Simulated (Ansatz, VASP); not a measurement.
# One calculation of HfN, two programs

```
Hf N
1.0
     0.00000    2.29641    2.29641
     2.29641    0.00000    2.29641
     2.29641    2.29641    0.00000
Hf N
1 1
Direct
  0.00000 0.00000 0.00000
  0.50000 0.50000 0.50000
```

Alike in both runs: task single point; functional PBE; k mesh 16 × 16 × 16; occupations gaussian, width 0.1 eV; no spin polarisation.

|  | VASP | Ansatz |
| --- | --- | --- |
| version | VASP 6.6.1 | Ansatz 0.2.0 |
| potentials or method | VASP PAW PBE potentials, release 64 (Hf_pv, N), cutoff 520 eV | scalar-relativistic, plane waves, PAW |
| valence electrons in the cell | 15 | 31 |

```csv
,VASP,Ansatz,Ansatz less VASP
gap on the k mesh at the Fermi level (eV),none,none,-
pressure (GPa),-9.6,-7.3,+2.24
```

A gap of «none» marks a metal or a gap that the smearing closes. VASP's potentials hold 15 valence electrons a cell and Ansatz's 31, so a difference there can come from the potentials and not from the codes.

Neither program's run includes spin-orbit coupling.
